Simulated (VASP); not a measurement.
## C: single point with PBE

Crystal: C.

```
C
1.0
     0.00000    1.71134    1.71134
     1.71134    0.00000    1.71134
     1.71134    1.71134    0.00000
C
2
Direct
  0.50000 0.50000 0.50000
  0.75000 0.75000 0.75000
```

This cell differs from its parent crystal: volume 5.012 Å^3 an atom, c/a of the conventional cell 1.0000.

```
Program             : VASP 6.6.1
Task                : single point
Functional          : PBE
Potentials or basis : VASP PAW PBE potentials, release 64 (C)
Cutoff              : 520 eV
k mesh              : 12 × 12 × 12
Occupations         : gaussian, width 0.05 eV
Spin                : no spin polarisation
```

```
Pressure               : 71.1 GPa
Band gap on the k mesh : 4.44 eV, indirect (least direct gap 5.93 eV)
```

Levels at points of the mesh, in eV from the valence-band top:
| k point | band 1 | band 2 | band 3 | band 4 | band 5 | band 6 | band 7 | band 8 |
| --- | --- | --- | --- | --- | --- | --- | --- | --- |
| (0.00, 0.00, 0.00) | -23.21 | 0.00 | 0.00 | 0.00 | 5.93 | 5.93 | 5.93 | 16.28 |
| (0.50, 0.00, 0.00) | -16.69 | -14.82 | -3.13 | -3.13 | 8.97 | 8.97 | 10.59 | 16.81 |
| (0.50, 0.50, 0.00) | -13.69 | -13.69 | -7.09 | -7.09 | 5.01 | 5.01 | 18.78 | 18.78 |

Run time: 4.7 s on 1 thread of AMD EPYC 7R13 Processor (Zen 3), with other jobs on the host, peak memory 0.08 GiB.

 A k mesh can miss the band edges.
